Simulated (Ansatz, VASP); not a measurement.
**Cu in VASP and in Ansatz**

```
Cu
1.0
     2.56651    0.00000    0.00000
     0.00000    2.56651    0.00000
     0.00000    0.00000   25.07400
Cu
6
Direct
  0.25000 0.25000 0.32121
  0.75000 0.75000 0.39125
  0.25000 0.25000 0.46381
  0.75000 0.75000 0.53619
  0.25000 0.25000 0.60875
  0.75000 0.75000 0.67879
```

Alike in both runs: functional PBE; k mesh 14 × 14 × 1; occupations fermi-dirac, width 0.1 eV; no spin polarisation.

Ansatz relaxed the structure, and its values are those at the end. VASP's run is a single point on that final structure, the one shown.

|  | VASP | Ansatz |
| --- | --- | --- |
| version | VASP 6.6.1 | Ansatz 0.2.0 |
| potentials or method | VASP PAW PBE potentials, release 64 (Cu), cutoff 520 eV | all-electron LAPW, scalar-relativistic |

```tsv
	VASP	Ansatz	Ansatz less VASP
rms of the force components (eV/Å)	0.012	0.003	-0.0086
```

Ansatz ran all-electron here, and VASP with PAW potentials.
